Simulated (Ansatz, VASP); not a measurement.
KTaO3: VASP beside Ansatz

Contents of INCAR:

```
SYSTEM = KTaO3
ALGO = Normal
EDIFF = 1E-6
ENCUT = 520
GGA = PE
ISIF = 2
ISMEAR = -1
LASPH = .True.
LCHARG = .True.
LELF = .True.
LREAL = .False.
LVHAR = .True.
LWAVE = .False.
NBANDS = 27
NELM = 60
PREC = Accurate
SIGMA = 0.02
```

Contents of KPOINTS:

```
k-points
0
Gamma
  6 6 6
  0 0 0
```

File POSCAR:

```
KTaO3
1.0
    3.9901311030      0.0000000000      0.0000000000
    0.0000000000      3.9901311030      0.0000000000
    0.0000000000      0.0000000000      4.0300324140
K Ta O
1 1 3
Direct
    0.0000000000      0.0000000000      0.0000000000
    0.5000000000      0.5000000000      0.5000000000
    0.5000000000      0.5000000000      0.0000000000
    0.5000000000      0.0000000000      0.5000000000
    0.0000000000      0.5000000000      0.5000000000
```

Input for Ansatz:

```yaml
crystal:
  lattice:
    - [3.990131103, 0.0, 0.0]
    - [0.0, 3.990131103, 0.0]
    - [0.0, 0.0, 4.030032414]
  atoms:
    - { symbol: K, position: [0.0, 0.0, 0.0] }
    - { symbol: Ta, position: [0.5, 0.5, 0.5] }
    - { symbol: O, position: [0.5, 0.5, 0.0] }
    - { symbol: O, position: [0.5, 0.0, 0.5] }
    - { symbol: O, position: [0.0, 0.5, 0.5] }
kpoints:
  mp_grid: { grid: [6, 6, 6] }
  band_path:
    path: [[0.0, 0.0, 0.0], [0.0, 0.5, 0.0], [0.5, 0.5, 0.0], [0.5, 0.5, 0.5]]
    npoints: 1
hamiltonian:
  xc: pbe
scf:
  occupations: { method: fermi_dirac, width: 0.02 }
  n_extra_bands: 5
output:
  forces: true
  stress: true
  eigenvalues: true
```

Change from the starting cell: uniaxial_z strain +1.0%.

Alike in both runs: task single point; functional PBE; k mesh 6 × 6 × 6; occupations fermi-dirac, width 0.02 eV; no spin polarisation.

|  | VASP | Ansatz |
| --- | --- | --- |
| version | VASP 6.6.1 | Ansatz 0.2.0 |
| potentials or method | VASP PAW PBE potentials, release 64 (K_sv, Ta_pv, O) | plane waves, PAW |
| plane-wave cutoff (eV) | 520 | 420 |
| valence electrons in the cell | 38 | 40 |

Ansatz gave:

- gap on the k mesh at the Fermi level (eV): 2.19
- pressure (GPa): 3.1
- traceless stress, the component that is largest in VASP (GPa): -2.37

Q: Estimate VASP's values.

A: gap on the k mesh at the Fermi level (eV): 2.14; pressure (GPa): 3.7; traceless stress, the component that is largest in VASP (GPa): -2.41.

With one functional, cell and mesh, what is left measures potentials, basis and numerics. VASP's potentials hold 38 valence electrons a cell and Ansatz's 40, so a difference there can come from the potentials and not from the codes.

Neither program's run includes spin-orbit coupling.
